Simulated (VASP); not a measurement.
BAs:

```
B As
1.0
     3.21640    0.00000    0.00000
     0.00000    3.21640    0.00000
     0.00000    0.00000    3.48576
B As
1 1
Direct
  0.50000 0.50000 0.70593
  0.00000 0.00000 0.78643
```

The cell was built from a structure type or drawn by symmetry, and may not be a known phase.

| Quantity | Value |
| --- | --- |
| Program | VASP 6.6.1 |
| Task | relaxation of cell and atoms |
| Functional | PBE |
| Potentials or basis | VASP PAW PBE potentials, release 64 (B, As) |
| Cutoff | 600 eV |
| k mesh | 6 × 6 × 6 |
| Occupations | gaussian, width 0.1 eV |
| Spin | no spin polarisation |

At the start: pressure -10.6 GPa; volume 18.03 Å³/atom.

Question: How do energy, volume and symmetry change on relaxing?

Answer: Over 17 steps the energy falls by 214.8 meV/atom and the volume is 13.37 Å³/atom (-25.8 %); space group P4mm (No. 99, to 0.1 Å) before, P4/mmm (No. 123, to 0.1 Å).

The path:
```
step  energy change (eV)  largest force (eV/Å)  pressure (GPa)  volume (Å³)
   1              0.0000                0.4682          -10.63        36.06
   2             -0.1237                0.2266            7.42        30.15
   3             -0.1785                0.3561           -0.42        32.03
   4             -0.2071                0.3284           -0.54        31.55
   5             -0.2856                0.1839           -0.76        30.08
   6             -0.4093                0.1839            0.24        27.04
   7             -0.3524                0.4464            4.39        25.51
   8             -0.4126                0.2032            0.69        26.84
   9             -0.3993                0.1818           -2.08        27.05
  10             -0.4190                0.2157           -0.49        26.92
  11             -0.4193                0.2168           -0.71        26.94
  12             -0.4262                0.0901            1.14        26.44
  13             -0.4262                0.0919            1.14        26.45
  14             -0.4290                0.0360           -0.70        26.92
  15             -0.4294                0.0007           -0.20        26.79
  16             -0.4292                0.0081            0.58        26.68
  17             -0.4296                0.0034            0.10        26.75
```

Final structure:
```cif
data_structure
_symmetry_space_group_name_H-M 'P 1'
_symmetry_Int_Tables_number 1
_cell_length_a 3.1457
_cell_length_b 3.1457
_cell_length_c 2.7031
_cell_angle_alpha 90.000
_cell_angle_beta 90.000
_cell_angle_gamma 90.000
_cell_volume 26.75
loop_
_atom_site_label
_atom_site_type_symbol
_atom_site_fract_x
_atom_site_fract_y
_atom_site_fract_z
_atom_site_occupancy
B1 B 0.50000 0.50000 0.74592 1
As1 As 0.00000 0.00000 0.74644 1
```

Caveat: the volume moved by over 15 % at a fixed basis, so the end points are rough.
